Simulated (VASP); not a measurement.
## K: single point with PBE

Crystal: K.

```xyz
2
Lattice="5.2834 0.0000 0.0000 0.0000 5.2834 0.0000 0.0000 0.0000 5.2834" Properties=species:S:1:pos:R:3 pbc="T T T"
K     0.0000    0.0000    0.0000
K     2.6417    2.6417    2.6417
```

```yaml
Program: VASP 6.6.1
Task: single point
Functional: PBE
Potentials_or_basis: VASP PAW PBE potentials, release 64 (K_sv)
Cutoff: 500 eV
k_mesh: 5 × 5 × 5
Occupations: fermi-dirac, width 0.0816 eV
Spin: no spin polarisation
Dipole_correction: no
Further_INCAR_settings: ALGO = Normal; EDIFF = 1e-06; NBANDS = 16
```

- Pressure: 0.0 GPa
- Band gap on the k mesh: zero (bands 9 and 10 overlap by 0.60 eV)

Levels at points of the mesh, in eV from the Fermi level:
```
           k point  band 7  band 8  band 9  band 10  band 11  band 12
(0.00, 0.00, 0.00)  -15.59  -15.59   -2.16     1.66     1.66     3.46
```

Run time: 23 s on 1 thread of Intel Xeon 8259CL, on a shared host, peak memory 0.23 GiB.
